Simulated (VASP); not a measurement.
# TaN (Fm-3m) in VASP: single point with PBE

Aim: the single point of TaN with PBE.

All numbers are computed with VASP 6.6.1; they aren't measurements. Logs are shortened: lines on timing, memory, paths and dates and some standing lists are left out, and cuts for length are marked.

## Step 1: The cell of the first run

The structure is cubic, space group Fm-3m (No. 225). Conventional cell: a = 4.358 Å, b = 4.358 Å, c = 4.358 Å, α = 90.00°, β = 90.00°, γ = 90.00°. Ta (site symmetry m-3m) has 6 N at 2.18 Å within 2.9 Å. N (site symmetry m-3m) has 6 Ta at 2.18 Å within 2.9 Å.

## Step 2: Single point, PBE

INCAR reads:

```
SYSTEM = TaN
PREC = Accurate
ENCUT = 600
EDIFF = 1E-6
ISMEAR = -1
SIGMA = 0.1
LREAL = .False.
LASPH = .True.
NELM = 120
ALGO = Normal
ISIF = 2
LWAVE = .False.
LCHARG = .False.
GGA = PE
NBANDS = 15
GGA_COMPAT = .False.
```

KPOINTS reads:

```
regular mesh
0
Gamma
  8 8 8
  0 0 0
```

POSCAR reads:

```
TaN
1.0
    0.0000000000      2.1790000000      2.1790000000
    2.1790000000      0.0000000000      2.1790000000
    2.1790000000      2.1790000000      0.0000000000
Ta N
1 1
Direct
    0.5000000000      0.5000000000      0.5000000000
    0.0000000000      0.0000000000      0.0000000000
```

Potentials or basis: VASP PAW PBE potentials, release 64 (Ta_pv, N).

Command:

```sh
> cat potpaw_PBE.64/Ta_pv/POTCAR potpaw_PBE.64/N/POTCAR > POTCAR
> mpirun -np 1 vasp_std > vasp.out
```

OUTCAR:

```text
SYSTEM = TaN
   PREC = Accurate
   ENCUT = 600
   EDIFF = 1E-6
   ISMEAR = -1
   LREAL = .False.
   LASPH = .True.
   NELM = 120
   ISIF = 2
   GGA = PE

 ion  position               nearest neighbor table
   1  0.500  0.500  0.500-   2 2.18   2 2.18   2 2.18   2 2.18   2 2.18   2 2.18
   2  0.000  0.000  0.000-   1 2.18   1 2.18   1 2.18   1 2.18   1 2.18   1 2.18

  LATTYP: Found a face centered cubic cell.
 ALAT       =     4.3580000000

  Lattice vectors:

 A1 = (   0.0000000000,   2.1790000000,   2.1790000000)
 A2 = (   2.1790000000,   0.0000000000,   2.1790000000)
 A3 = (   2.1790000000,   2.1790000000,   0.0000000000)

Analysis of symmetry for initial positions (statically):
=====================================================================
 Subroutine PRICEL returns:
 Original cell was already a primitive cell.

 Routine SETGRP: Setting up the symmetry group for a
 face centered cubic supercell.

 Subroutine GETGRP returns: Found 48 space group operations
 (whereof 48 operations were pure point group operations)
 out of a pool of 48 trial point group operations.

The static configuration has the point symmetry O_h .

Analysis of symmetry for dynamics (positions and initial velocities):
=====================================================================
 Subroutine PRICEL returns:
 Original cell was already a primitive cell.

 Routine SETGRP: Setting up the symmetry group for a
 face centered cubic supercell.

 Subroutine GETGRP returns: Found 48 space group operations
 (whereof 48 operations were pure point group operations)
 out of a pool of 48 trial point group operations.

The dynamic configuration has the point symmetry O_h .

 Subroutine INISYM returns: Found 48 space group operations
 (whereof 48 operations are pure point group operations),
 and found     1 'primitive' translations

----------------------------------------------------------------------------------------

                                     Primitive cell

  volume of cell :      20.6920

  direct lattice vectors                    reciprocal lattice vectors
     0.000000000  2.179000000  2.179000000    -0.229463056  0.229463056  0.229463056
     2.179000000  0.000000000  2.179000000     0.229463056 -0.229463056  0.229463056
     2.179000000  2.179000000  0.000000000     0.229463056  0.229463056 -0.229463056

  length of vectors
     3.081571352  3.081571352  3.081571352     0.397441672  0.397441672  0.397441672

  position of ions in fractional coordinates (direct lattice)
     0.500000000  0.500000000  0.500000000
     0.000000000  0.000000000  0.000000000

  ion indices of the primitive-cell ions
   primitive index   ion index
                 1           1
                 2           2

----------------------------------------------------------------------------------------

 KPOINTS: regular mesh

Automatic generation of k-mesh.
 Grid dimensions read from file:
 generate k-points for:    8    8    8

 Generating k-lattice:

  Cartesian coordinates                     Fractional coordinates (reciprocal lattice)
    -0.028682882  0.028682882  0.028682882     0.125000000  0.000000000  0.000000000
     0.028682882 -0.028682882  0.028682882     0.000000000  0.125000000  0.000000000
     0.028682882  0.028682882 -0.028682882     0.000000000  0.000000000  0.125000000

  Length of vectors
     0.049680209  0.049680209  0.049680209

  Shift w.r.t. Gamma in fractional coordinates (k-lattice)
     0.000000000  0.000000000  0.000000000

 Subroutine IBZKPT returns following result:
 ===========================================

 Found     29 irreducible k-points:

 Following reciprocal coordinates:
            Coordinates               Weight
  0.000000  0.000000  0.000000      1.000000
  0.125000  0.000000  0.000000      8.000000
  0.250000  0.000000  0.000000      8.000000
  0.375000  0.000000  0.000000      8.000000
  0.500000  0.000000  0.000000      4.000000
  0.125000  0.125000  0.000000      6.000000
[... 16 lines left out ...]
  0.500000  0.250000  0.125000     48.000000
 -0.375000  0.250000  0.125000     24.000000
 [... further k-points ...]
   k-points           NKPTS =     29   k-points in BZ     NKDIM =     29   number of bands    NBANDS=     15
   number of dos      NEDOS =    301   number of ions     NIONS =      2
   total plane-waves  NPLWV =  21952
   dimension x,y,z NGX =    28 NGY =   28 NGZ =   28
   dimension x,y,z NGXF=    56 NGYF=   56 NGZF=   56
   ions per type =               1   1
   NGX,Y,Z   is equivalent  to a cutoff of  15.11, 15.11, 15.11 a.u.
   NGXF,Y,Z  is equivalent  to a cutoff of  30.21, 30.21, 30.21 a.u.
 SYSTEM =  TaN
   PREC   = accura    normal or accurate (medium, high low for compatibility)
   ISTART =      0    job   : 0-new  1-cont  2-samecut
   ICHARG =      2    charge: 1-file 2-atom 10-const
   ISPIN  =      1    spin polarized calculation?
   LNONCOLLINEAR =      F non collinear calculations
   LSORBIT =      F    spin-orbit coupling
   LASPH  =      T    aspherical Exc in radial PAW
   ENCUT  =  600.0 eV  44.10 Ry    6.64 a.u.   6.15  6.15  6.15*2*pi/ulx,y,z
   NELM   =    120;   NELMIN=  2; NELMDL= -5     # of ELM steps
   EDIFF  = 0.1E-05   stopping-criterion for ELM
   LREAL  =      F    real-space projection
   EDIFFG = 0.1E-04   stopping-criterion for IOM
   NSW    =      0    number of steps for IOM
   IBRION =     -1    ionic relax: 0-MD 1-quasi-New 2-CG
   NFREE  =      0    steps in history (QN), initial steepest desc. (CG)
   ISIF   =      2    stress and relaxation
   ISYM   =      2    0-nonsym 1-usesym 2-fastsym
   POTIM  = 0.5000    time-step for ionic-motion
   TEBEG  =    0.0;   TEEND  =   0.0 temperature during run
   PSTRESS=    0.0 pullay stress
   NELECT =      16.0000    total number of electrons
   NUPDOWN=      -1.0000    fix difference up-down
   EMIN   =  10.00;   EMAX   =-10.00  energy-range for DOS
   EFERMI =   0.00;   METHOD = LEGACY
   ISMEAR =    -1;   SIGMA  =   0.10  broadening in eV -4-tet -1-fermi 0-gaus
   EFERMI_NEDOS =   21; number of points for ismear=-14 and -15
   IALGO  =     38    algorithm
   IMIX   =      4    mixing-type and parameters
     AMIX     =   0.40;   BMIX     =  1.00
     AMIX_MAG =   1.60;   BMIX_MAG =  1.00
  volume/ion in A,a.u.               =      10.35        69.82
  Fermi-wavevector in a.u.,A,eV,Ry     =   1.502615  2.839530 30.719922  2.257851
  Thomas-Fermi vector in A             =   2.613832
   LORBIT       =      0    0 simple, 1 ext, 2 COOP (PROOUT), +10 PAW based schemes
   GGA     = PE    functional components
   LHFCALC =     F    Hartree Fock is set to
   AEXX    =    0.0000 exact exchange contribution
   IVDW    =     0    specifies the selected vdW correction
   LEPSILON=     F    determine dielectric tensor
   LRPA    =     F    only Hartree local field effects (RPA)
 non-spin polarized calculation
  energy-cutoff  :      600.00
  volume of cell :       20.69
 maximum number of plane-waves:       701
 NGX is ok and might be reduce to    28
   NGX = 13   NGY = 13   NGZ = 13

 number of electron      16.0000001 magnetization

 Free energy of the ion-electron system (eV)
  ---------------------------------------------------
  ext. energy  EPLUGINS =         0.00000000
  ---------------------------------------------------
  free energy    TOTEN  =       -21.77502953 eV

  energy without entropy =      -21.74212320  energy(sigma->0) =      -21.75857636

 E-fermi :   9.9152     XC(G=0): -13.5879

 val. band max:        9.8405656379   @ k =  -0.2500   0.3750   0.1250
 cond. band min:       9.9364532418   @ k =   0.0000   0.0000   0.0000
 fundamental gap:      0.0958876040
 Fermi energy:         9.9152006207

 k-point     1 :       0.0000    0.0000    0.0000
  band No.  band energies     occupation
      1     -25.8516      2.00000
      2     -25.8516      2.00000
      3     -25.8516      2.00000
      4      -9.2335      2.00000
      5       5.9513      2.00000
      6       5.9513      2.00000
      7       5.9513      2.00000
      8       7.6810      2.00000
      9       7.6810      2.00000
     10       7.6810      2.00000
     11       9.9365      0.89414
     12       9.9365      0.89413
     13      11.6163      0.00000
     14      19.2751      0.00000
     15      22.3060      0.00000

 k-point     2 :       0.1250    0.0000    0.0000
  band No.  band energies     occupation
      1     -26.0009      2.00000
      2     -25.8649      2.00000
      3     -25.8649      2.00000
      4      -8.8429      2.00000
      5       4.3769      2.00000
      6       4.8702      2.00000
      7       4.8702      2.00000
      8       8.2251      2.00000
      9       8.2251      2.00000
     10       8.2688      2.00000
     11      11.3301      0.00000
     12      11.3301      0.00000
     13      12.6456      0.00000
     14      20.4310      0.00000
     15      22.3056      0.00000

 k-point     3 :       0.2500    0.0000    0.0000
  band No.  band energies     occupation
      1     -26.3446      2.00000
      2     -25.8969      2.00000
      3     -25.8969      2.00000
      4      -7.8381      2.00000
      5       2.0397      2.00000
      6       3.4020      2.00000
      7       3.4020      2.00000
      8       9.0740      1.99956
      9       9.4590      1.97933
     10       9.4590      1.97933
     11      13.9245      0.00000
     12      13.9245      0.00000
     13      14.4592      0.00000
     14      22.2863      0.00000
     15      22.4872      0.00000

 k-point     4 :       0.3750    0.0000    0.0000
  band No.  band energies     occupation
      1     -26.6675      2.00000
      2     -25.9285      2.00000
      3     -25.9285      2.00000
      4      -6.6550      2.00000
      5       0.1002      2.00000
      6       2.4179      2.00000
      7       2.4179      2.00000
      8      10.4823      0.00687
      9      11.0167      0.00003
     10      11.0167      0.00003
     11      14.9424      0.00000
     12      16.4215      0.00000
     13      16.4215      0.00000
     14      21.9330      0.00000
     15      22.3629      0.00000
[... 307 lines left out ...]
 k-point    22 :       0.3750    0.2500    0.1250
  band No.  band energies     occupation
      1     -26.4081      2.00000
      2     -26.0693      2.00000
      3     -25.9476      2.00000
      4      -7.4870      2.00000
      5       1.2470      2.00000
      6       3.3396      2.00000
      7       3.7330      2.00000
      8       7.5817      2.00000
      9      11.1820      0.00001
     10      11.5812      0.00000
     11      12.1424      0.00000
     12      14.4125      0.00000
     13      17.5649      0.00000
     14      22.2870      0.00000
     15      23.2093      0.00000

 k-point    23 :       0.5000    0.2500    0.1250
  band No.  band energies     occupation
      1     -26.5769      2.00000
      2     -26.1581      2.00000
      3     -25.9945      2.00000
      4      -6.9250      2.00000
      5       0.7316      2.00000
      6       2.6345      2.00000
      7       3.1016      2.00000
      8       8.6740      1.99999
      9      11.8741      0.00000
     10      12.0930      0.00000
     11      13.6860      0.00000
     12      16.1976      0.00000
     13      18.3110      0.00000
     14      20.9038      0.00000
     15      22.3231      0.00000

 k-point    24 :      -0.3750    0.2500    0.1250
  band No.  band energies     occupation
      1     -26.6492      2.00000
      2     -26.1816      2.00000
      3     -26.0229      2.00000
      4      -6.6918      2.00000
      5       0.5091      2.00000
      6       2.6180      2.00000
      7       2.6654      2.00000
      8      10.0799      0.32296
      9      10.5500      0.00350
     10      12.5930      0.00000
     11      15.2505      0.00000
     12      16.4627      0.00000
     13      18.5024      0.00000
     14      20.4668      0.00000
     15      22.3196      0.00000

 [... further k-points ...]

------------------------ aborting loop because EDIFF is reached ----------------------------------------

  FORCE on cell =-STRESS in cart. coord.  units (eV):
  Direction    XX          YY          ZZ          XY          YZ          ZX
  --------------------------------------------------------------------------------------
  -------------------------------------------------------------------------------------
  Total        2.0442620      2.0442620      2.0442620      0.0000000      0.0000000      0.0000000
  in kB      158.2870730    158.2870730    158.2870730      0.0000000      0.0000000      0.0000000
  external PRESSURE =     158.2870730 kB  Pullay stress =       0.0000000 kB

 VOLUME and BASIS-vectors are now :
 -----------------------------------------------------------------------------
  energy-cutoff  :      600.00
  volume of cell :       20.69
      direct lattice vectors                 reciprocal lattice vectors
     0.000000000  2.179000000  2.179000000    -0.229463056  0.229463056  0.229463056
     2.179000000  0.000000000  2.179000000     0.229463056 -0.229463056  0.229463056
     2.179000000  2.179000000  0.000000000     0.229463056  0.229463056 -0.229463056

 POSITION                                       TOTAL-FORCE (eV/Angst)
 -----------------------------------------------------------------------------------
      2.17900      2.17900      2.17900        -0.000000      0.000000      0.000000
      0.00000      0.00000      0.00000         0.000000     -0.000000     -0.000000
 -----------------------------------------------------------------------------------
    total drift:                                0.000000      0.000000      0.000000

  FREE ENERGIE OF THE ION-ELECTRON SYSTEM (eV)
  ---------------------------------------------------
  free  energy   TOTEN  =       -21.7750295305 eV

  energy  without entropy=      -21.7421231967  energy(sigma->0) =      -21.75857636
```

Wall time 10 s (1 thread of Intel Xeon 6975P-C (Granite Rapids), shared host); peak memory 0.16 GiB.

Results:

```yaml
Free_energy: -21.7750 eV
Pressure: 15.8 GPa
Band_gap_on_the_k_mesh: zero (band 8 reaches 11.85 eV, above the bottom of band 9 at 7.68 eV)
```

Caveat: spin-orbit coupling is left out, which moves the levels of the heavy elements.
